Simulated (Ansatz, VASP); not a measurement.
## Two plane-wave programs on GeCl5

```
Ge Cl
1.0
     4.59070    0.00000    0.00000
     0.00000    4.59070    0.00000
     0.00000    0.00000    7.69372
Ge Cl
1 5
Direct
  0.50000 0.50000 0.00000
  0.00000 0.50000 0.26817
  0.50000 0.00000 0.26817
  0.00000 0.50000 0.73183
  0.50000 0.00000 0.73183
  0.00000 0.00000 0.50000
```

Alike in both runs: task single point; functional PBE; k mesh 4 × 4 × 2; occupations gaussian, width 0.1 eV; no spin polarisation.

```csv
,VASP,Ansatz
version,VASP 6.6.1,Ansatz 0.2.0
potentials or method,"VASP PAW PBE potentials, release 64 (Ge_d, Cl), cutoff 520 eV","scalar-relativistic, plane waves, PAW"
valence electrons in the cell,49,49
```

|  | VASP | Ansatz | Ansatz less VASP |
| --- | --- | --- | --- |
| gap on the k mesh at the Fermi level (eV) | none | none | - |
| pressure (GPa) | -1.9 | -1.8 | +0.07 |
| traceless stress, the component that is largest in VASP (GPa) | -4.23 | -4.24 | -0.004 |
| rms of the force components (eV/Å) | 0.436 | 0.437 | +0.0010 |

Atom by atom the forces differ by 0.001 eV/Å (rms over components). A gap of «none» marks a metal or a gap that the smearing closes. With one functional, cell and mesh, what is left measures potentials, basis and numerics.

The k mesh is coarse, so the values compare programs but aren't converged.
